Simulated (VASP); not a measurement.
# Be (P6_3/mmc) in VASP: further runs

Be is run at these levels: PBEsol; tasks: relaxation of cell and atoms.

Everything below comes from runs of VASP 6.6.1. Logs are shortened: lines on timing, memory, paths and dates and some standing lists are left out, and cuts for length are marked.

### Step 1. The cell of the first run

It takes space group P6_3/mmc (No. 194, hexagonal). The conventional cell has a = 2.285 Å, b = 2.285 Å, c = 3.584 Å, α = 90.00°, β = 90.00°, γ = 120.00°. Within 2.9 Å of Be (site symmetry -6m2) lie 12 Be at 2.23 to 2.29 Å.

### Step 2. Relaxation of cell and atoms, PBEsol, target pressure 10 GPa, at which the enthalpy is minimised

INCAR

```
ALGO     = Normal         # electronic algorithm
EDIFF    = 1E-7           # SCF threshold, eV
EDIFFG   = -0.02          # ionic threshold
ENCUT    = 600            # plane-wave cutoff, eV
GGA      = PS             # functional
IBRION   = 2              # ionic algorithm
ISIF     = 3              # what is computed and relaxed
ISMEAR   = -1             # smearing method
LASPH    = T              # aspherical terms in the spheres
LCHARG   = F              # write CHGCAR
LREAL    = F              # projectors in reciprocal space
LWAVE    = F              # write WAVECAR
NELM     = 100            # most SCF steps
NSW      = 80             # ionic steps
PREC     = Accurate       # precision mode
PSTRESS  = 100.0        
SIGMA    = 0.05           # smearing width, eV
```

KPOINTS

```
k-points
0
Gamma
  13 13 8
```

POSCAR

```
Be
1.0
    2.2853000000      0.0000000000      0.0000000000
   -1.1426500000      1.9791278553      0.0000000000
    0.0000000000      0.0000000000      3.5842000000
Be
2
Direct
    0.6666666667      0.3333333333      0.7500000000
    0.3333333333      0.6666666667      0.2500000000
```

Potentials or basis: VASP PAW PBE potentials, release 64 (Be).

On the command line:

```sh
$ cat potpaw_PBE.64/Be/POTCAR > POTCAR
$ mpirun -np 1 vasp_std > vasp.out
```

OUTCAR:

```text
EDIFF = 1E-7
   EDIFFG = -0.02
   ENCUT = 600
   GGA = PS
   IBRION = 2
   ISIF = 3
   ISMEAR = -1
   LASPH = T
   LREAL = F
   NELM = 100
   NSW = 80
   PREC = Accurate
   PSTRESS = 100.0

 ion  position               nearest neighbor table
   1  0.667  0.333  0.750-   2 2.23   2 2.23   2 2.23   2 2.23   2 2.23   2 2.23
   2  0.333  0.667  0.250-   1 2.23   1 2.23   1 2.23   1 2.23   1 2.23   1 2.23

  LATTYP: Found a hexagonal cell.
 ALAT       =     2.2853000000
 C/A-ratio  =     1.5683717674

  Lattice vectors:

 A1 = (   2.2853000000,   0.0000000000,   0.0000000000)
 A2 = (  -1.1426500000,   1.9791278553,   0.0000000000)
 A3 = (   0.0000000000,   0.0000000000,   3.5842000000)

Analysis of symmetry for initial positions (statically):
=====================================================================
 Subroutine PRICEL returns:
 Original cell was already a primitive cell.

 Routine SETGRP: Setting up the symmetry group for a
 hexagonal supercell.

 Subroutine GETGRP returns: Found 24 space group operations
 (whereof 12 operations were pure point group operations)
 out of a pool of 24 trial point group operations.

The static configuration has the point symmetry D_3d.
 The point group associated with its full space group is D_6h.

Analysis of symmetry for dynamics (positions and initial velocities):
=====================================================================
 Subroutine PRICEL returns:
 Original cell was already a primitive cell.

 Routine SETGRP: Setting up the symmetry group for a
 hexagonal supercell.

 Subroutine GETGRP returns: Found 24 space group operations
 (whereof 12 operations were pure point group operations)
 out of a pool of 24 trial point group operations.

The dynamic configuration has the point symmetry D_3d.
 The point group associated with its full space group is D_6h.

 Subroutine INISYM returns: Found 24 space group operations
 (whereof 12 operations are pure point group operations),
 and found     1 'primitive' translations

----------------------------------------------------------------------------------------

                                     Primitive cell

  volume of cell :      16.2110

  direct lattice vectors                    reciprocal lattice vectors
     2.285300000  0.000000000  0.000000000     0.437579311  0.252636533  0.000000000
    -1.142650000  1.979127855  0.000000000     0.000000000  0.505273066  0.000000000
     0.000000000  0.000000000  3.584200000     0.000000000  0.000000000  0.279002288

  length of vectors
     2.285300000  2.285300000  3.584200000     0.505273066  0.505273066  0.279002288

  position of ions in fractional coordinates (direct lattice)
     0.666666667  0.333333333  0.750000000
     0.333333333  0.666666667  0.250000000

  ion indices of the primitive-cell ions
   primitive index   ion index
                 1           1
                 2           2

----------------------------------------------------------------------------------------

 KPOINTS: k-points

Automatic generation of k-mesh.
 Grid dimensions read from file:
 generate k-points for:   13   13    8

 Generating k-lattice:

  Cartesian coordinates                     Fractional coordinates (reciprocal lattice)
     0.033659947  0.019433579  0.000000000     0.076923077  0.000000000  0.000000000
     0.000000000  0.038867159  0.000000000     0.000000000  0.076923077  0.000000000
     0.000000000  0.000000000  0.034875286     0.000000000  0.000000000  0.125000000

  Length of vectors
     0.038867159  0.038867159  0.034875286

  Shift w.r.t. Gamma in fractional coordinates (k-lattice)
     0.000000000  0.000000000  0.000000000

 Subroutine IBZKPT returns following result:
 ===========================================

 Found    105 irreducible k-points:

 Following reciprocal coordinates:
            Coordinates               Weight
  0.000000  0.000000  0.000000      1.000000
  0.076923  0.000000  0.000000      6.000000
  0.153846  0.000000  0.000000      6.000000
  0.230769  0.000000  0.000000      6.000000
  0.307692  0.000000  0.000000      6.000000
  0.384615  0.000000  0.000000      6.000000
[... 16 lines left out ...]
  0.076923  0.000000  0.125000     12.000000
  0.153846  0.000000  0.125000     12.000000
 [... further k-points ...]
   k-points           NKPTS =    105   k-points in BZ     NKDIM =    105   number of bands    NBANDS=      6
   number of dos      NEDOS =    301   number of ions     NIONS =      2
   total plane-waves  NPLWV =   9720
   dimension x,y,z NGX =    18 NGY =   18 NGZ =   30
   dimension x,y,z NGXF=    36 NGYF=   36 NGZF=   60
   ions per type =               2
   NGX,Y,Z   is equivalent  to a cutoff of  13.09, 13.09, 13.91 a.u.
   NGXF,Y,Z  is equivalent  to a cutoff of  26.19, 26.19, 27.83 a.u.
 SYSTEM =  unknown system
   PREC   = accura    normal or accurate (medium, high low for compatibility)
   ISTART =      0    job   : 0-new  1-cont  2-samecut
   ICHARG =      2    charge: 1-file 2-atom 10-const
   ISPIN  =      1    spin polarized calculation?
   LNONCOLLINEAR =      F non collinear calculations
   LSORBIT =      F    spin-orbit coupling
   LASPH  =      T    aspherical Exc in radial PAW
   ENCUT  =  600.0 eV  44.10 Ry    6.64 a.u.   4.56  4.56  7.16*2*pi/ulx,y,z
   NELM   =    100;   NELMIN=  2; NELMDL= -5     # of ELM steps
   EDIFF  = 0.1E-06   stopping-criterion for ELM
   LREAL  =      F    real-space projection
   EDIFFG = -.2E-01   stopping-criterion for IOM
   NSW    =     80    number of steps for IOM
   IBRION =      2    ionic relax: 0-MD 1-quasi-New 2-CG
   NFREE  =      1    steps in history (QN), initial steepest desc. (CG)
   ISIF   =      3    stress and relaxation
   ISYM   =      2    0-nonsym 1-usesym 2-fastsym
   POTIM  = 0.5000    time-step for ionic-motion
   TEBEG  =    0.0;   TEEND  =   0.0 temperature during run
   PSTRESS=  100.0 pullay stress
   NELECT =       4.0000    total number of electrons
   NUPDOWN=      -1.0000    fix difference up-down
   EMIN   =  10.00;   EMAX   =-10.00  energy-range for DOS
[... 5 lines left out ...]
     AMIX     =   0.40;   BMIX     =  1.00
     AMIX_MAG =   1.60;   BMIX_MAG =  1.00
  volume/ion in A,a.u.               =       8.11        54.70
  Fermi-wavevector in a.u.,A,eV,Ry     =   1.026814  1.940397 14.345258  1.054347
  Thomas-Fermi vector in A             =   2.160726
   LORBIT       =      0    0 simple, 1 ext, 2 COOP (PROOUT), +10 PAW based schemes
   GGA     = PS    functional components
   LHFCALC =     F    Hartree Fock is set to
   AEXX    =    0.0000 exact exchange contribution
   IVDW    =     0    specifies the selected vdW correction
   LEPSILON=     F    determine dielectric tensor
   LRPA    =     F    only Hartree local field effects (RPA)
 conjugate gradient relaxation of ions
 non-spin polarized calculation
  energy-cutoff  :      600.00
  volume of cell :       16.21
 maximum number of plane-waves:       555
   NGX =  9   NGY =  9   NGZ = 15

--------------------------------------- Ionic step        1  -------------------------------------------

 number of electron       4.0000000 magnetization

 Free energy of the ion-electron system (eV)
  ---------------------------------------------------
  ext. energy  EPLUGINS =         0.00000000
  ---------------------------------------------------
  free energy    TOTEN  =        -7.98847737 eV

  energy without entropy =       -7.98739823  energy(sigma->0) =       -7.98793780

------------------------ aborting loop because EDIFF is reached ----------------------------------------

  FORCE on cell =-STRESS in cart. coord.  units (eV):
  Direction    XX          YY          ZZ          XY          YZ          ZX
  --------------------------------------------------------------------------------------
  -------------------------------------------------------------------------------------
  Total       -0.3282876     -0.3282876     -0.4085238      0.0000000      0.0000000     -0.0000000
  in kB      -32.4455932    -32.4455932    -40.3755682      0.0000000      0.0000000     -0.0000000
  external PRESSURE =    -135.0889182 kB  Pullay stress =     100.0000000 kB
[... 99 lines left out ...]
  enthalpy is  TOTEN    =        -7.0472374710 eV   P V=        0.9144660552

--------------------------------------- Ionic step        4  -------------------------------------------

 number of electron       4.0000000 magnetization

 Free energy of the ion-electron system (eV)
  ---------------------------------------------------
  ext. energy  EPLUGINS =         0.00000000
  ---------------------------------------------------
  free energy    TOTEN  =        -7.96148576 eV

  energy without entropy =       -7.96062897  energy(sigma->0) =       -7.96105736

 E-fermi :   7.4557     XC(G=0): -10.8627

 val. band max:        7.3490839080   @ k =   0.2308   0.1538   0.0000
 cond. band min:       7.5584401335   @ k =   0.3077   0.1538   0.0000
 fundamental gap:      0.2093562256
 Fermi energy:         7.4556566481

 k-point     1 :       0.0000    0.0000    0.0000
  band No.  band energies     occupation
      1      -4.1066      2.00000
      2       2.9329      2.00000
      3       9.0889      0.00000
      4      24.6035      0.00000
      5      24.6035      0.00000
      6      27.6154      0.00000

 k-point     2 :       0.0769    0.0000    0.0000
  band No.  band energies     occupation
      1      -3.9326      2.00000
      2       3.1679      2.00000
      3       9.1249      0.00000
      4      23.1770      0.00000
      5      23.5615      0.00000
      6      27.6534      0.00000
[... 190 lines left out ...]
 k-point    24 :       0.1538    0.0000    0.1250
  band No.  band energies     occupation
      1      -3.2703      2.00000
      2       3.0526      2.00000
      3      10.3495      0.00000
      4      20.2833      0.00000
      5      21.9796      0.00000
      6      26.8557      0.00000

 [... further k-points ...]
[... 5 lines left out ...]
  --------------------------------------------------------------------------------------
  -------------------------------------------------------------------------------------
  Total        0.9075085      0.9075085      0.9263418      0.0000000     -0.0000000      0.0000000
  in kB       99.2936885     99.2936885    101.3543131      0.0000000     -0.0000000      0.0000000
  external PRESSURE =      -0.0194367 kB  Pullay stress =     100.0000000 kB
[... 17 lines left out ...]
  FREE ENERGIE OF THE ION-ELECTRON SYSTEM (eV)
  ---------------------------------------------------
  free  energy   TOTEN  =        -7.9614857556 eV

  energy  without entropy=       -7.9606289675  energy(sigma->0) =       -7.96105736

  enthalpy is  TOTEN    =        -7.0475218567 eV   P V=        0.9139638988

 reached required accuracy - stopping structural energy minimisation
```

Wall time 16 s (1 thread of Intel Xeon Platinum 8259CL at 2.50GHz (Skylake/Cascade Lake), shared host); peak memory 0.13 GiB.

What came out:

```yaml
Free_energy: -7.9615 eV
Relaxed_volume: 7.32 Å³/atom
Relaxed_cell: a = 2.207 Å, b = 2.207 Å, c = 3.470 Å, α = 90.00°, β = 90.00°, γ = 120.00°
Space_group_after_relaxing_to_0.05_Å: P6_3/mmc (No. 194)
Energy_change_on_relaxing_the_enthalpy_is_what_falls: +13.5 meV/atom
Ionic_steps: 4
Pressure_after_relaxing: 10.0 GPa
Band_gap_on_the_k_mesh: zero (band 2 reaches 8.78 eV, above the bottom of band 3 at 7.12 eV)
```

The path:
```csv
step,energy change (eV),largest force (eV/Å),pressure (GPa),volume (Å³)
1,0.0000,0.0000,-3.51,16.21
2,0.0262,0.0000,9.88,14.66
3,0.0268,0.0000,9.97,14.65
4,0.0270,0.0000,10.00,14.64
```

Final structure:
```
Be
1.0
     2.20744    0.00000    0.00000
    -1.10372    1.91170    0.00000
     0.00000    0.00000    3.47000
Be
2
Direct
  0.66667 0.33333 0.75000
  0.33333 0.66667 0.25000
```

Caveat: the cell is relaxed towards a set pressure, so the enthalpy falls and the energy may rise; the PAW data sets were made with another functional, which shifts forces and pressure a little.

### Step 3. Relaxation of cell and atoms, PBEsol, target pressure 20 GPa, at which the enthalpy is minimised

INCAR

```
SYSTEM = Be
PREC = Accurate ; ENCUT = 600
EDIFF = 1E-6 ; ISMEAR = -1
SIGMA = 0.05 ; LREAL = .False.
LASPH = .True. ; NELM = 80
ALGO = Normal ; ISIF = 3
LWAVE = .False. ; LCHARG = .False.
GGA = PS ; IBRION = 2
NSW = 80 ; EDIFFG = -0.02
PSTRESS = 200.0
```

KPOINTS

```
regular mesh
0
Gamma
  13 13 8
  0 0 0
```

POSCAR is that of step 2.

Potentials or basis: VASP PAW PBE potentials, release 64 (Be).

On the command line:

```sh
$ cat potpaw_PBE.64/Be/POTCAR > POTCAR
$ mpirun -np 1 vasp_std > vasp.out
```

Run time: 23 s. Hardware: 1 thread of Intel Xeon Platinum 8259CL at 2.50GHz (Skylake/Cascade Lake), shared host; peak memory 0.13 GiB.

The run converged. Its results:

```
Free energy                                            : -7.8836 eV
Relaxed volume                                         : 6.90 Å³/atom
Relaxed cell                                           : a = 2.162 Å, b = 2.162 Å, c = 3.409 Å, α = 90.00°, β = 90.00°, γ = 120.00°
Space group after relaxing (to 0.05 Å)                 : P6_3/mmc (No. 194)
Energy change on relaxing (the enthalpy is what falls) : +52.4 meV/atom
Ionic steps                                            : 7
Pressure after relaxing                                : 20.1 GPa
Band gap on the k mesh                                 : zero (band 2 reaches 9.32 eV, above the bottom of band 3 at 7.64 eV)
```

Step by step:
| step | energy change (eV) | largest force (eV/Å) | pressure (GPa) | volume (Å³) |
| --- | --- | --- | --- | --- |
| 1 | 0.0000 | 0.0000 | -3.51 | 16.21 |
| 2 | 0.1360 | 0.0000 | 23.32 | 13.58 |
| 3 | 0.1046 | 0.0000 | 20.08 | 13.81 |
| 4 | 0.0990 | 0.0000 | 19.47 | 13.85 |
| 5 | 0.0996 | 0.0000 | 19.51 | 13.84 |
| 6 | 0.0997 | 0.0000 | 19.51 | 13.84 |
| 7 | 0.1049 | 0.0000 | 20.08 | 13.80 |

Final structure:
```
CELL_PARAMETERS angstrom
2.16210 0.00000 0.00000
-1.08105 1.87244 0.00000
0.00000 0.00000 3.40914
ATOMIC_POSITIONS crystal
Be 0.66667 0.33333 0.75000
Be 0.33333 0.66667 0.25000
```

Levels at points of the mesh, in eV from the Fermi level:
| k point | band 1 | band 2 | band 3 | band 4 | band 5 | band 6 |
| --- | --- | --- | --- | --- | --- | --- |
| (0.00, 0.00, 0.00) | -11.87 | -4.76 | 1.83 | 18.03 | 18.03 | 21.15 |
| (0.00, 0.00, 0.50) | -9.61 | -9.61 | 12.07 | 12.07 | 19.88 | 19.88 |

Caveat: the cell is relaxed towards a set pressure, so the enthalpy falls and the energy may rise; the PAW data sets were made with another functional, which shifts forces and pressure a little.

(Part 1 of 2 ends here.)
